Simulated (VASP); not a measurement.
Write the native input for VASP 6.6.1 that does the following.

```yaml
Task: single point
Functional: PBE
Potentials_or_basis: VASP PAW PBE potentials, release 64 (Sb, P)
Cutoff: 520 eV
k_mesh: 6 × 6 × 2
Occupations: gaussian, width 0.1 eV
Spin: no spin polarisation
Dipole_correction: no
Further_INCAR_settings: ALGO = Normal; EDIFF = 1e-06; NBANDS = 24
```

The structure of SbP5 lies in POSCAR:

```
SbP5
1.0
    4.6951298154     -0.0000000033      0.0000000000
   -2.3475649048      4.0661016958      0.0000000000
    0.0000000000      0.0000000000      5.4736344873
Sb P
1 5
Direct
    0.0000000000      0.0000000000      0.5000000000
    0.3333333333      0.6666666667      0.0000000000
    0.6666666667      0.3333333333      0.0000000000
    0.0000000000      0.0000000000      0.0000000000
    0.3333333333      0.6666666667      0.5000000000
    0.6666666667      0.3333333333      0.5000000000
```

The cell was generated, and may not be a known phase.

The input as run:

INCAR

```
  PREC = Accurate
  ENCUT = 520
  EDIFF = 1E-6
  ISMEAR = 0
  SIGMA = 0.1
  LREAL = F
  LASPH = T
  NELM = 100
  ALGO = Normal
  ISIF = 2
  LWAVE = F
  LCHARG = F
  GGA = PE
  NBANDS = 24
```

KPOINTS

```
regular mesh
0
Gamma
  6 6 2
```

Potentials or basis: VASP PAW PBE potentials, release 64 (Sb, P).

The run is started by

```sh
$ cat potpaw_PBE.64/Sb/POTCAR potpaw_PBE.64/P/POTCAR > POTCAR
$ mpirun -np 1 vasp_std > vasp.out
```

It gave:

| Property | Result |
| --- | --- |
| Pressure | -0.1 GPa |
| Band gap on the k mesh | zero (bands 15 and 16 overlap by 4.36 eV) |

Caveat: the k points lie up to 0.57 Å⁻¹ apart, too coarse for converged energies and pressures of a metal; spin-orbit coupling is left out, which moves the levels of the heavy elements.

Wall time 14 s on 1 thread of Intel(R) Xeon(R) 6975P-C (Granite Rapids), with other jobs on the host, peak memory 0.22 GiB.
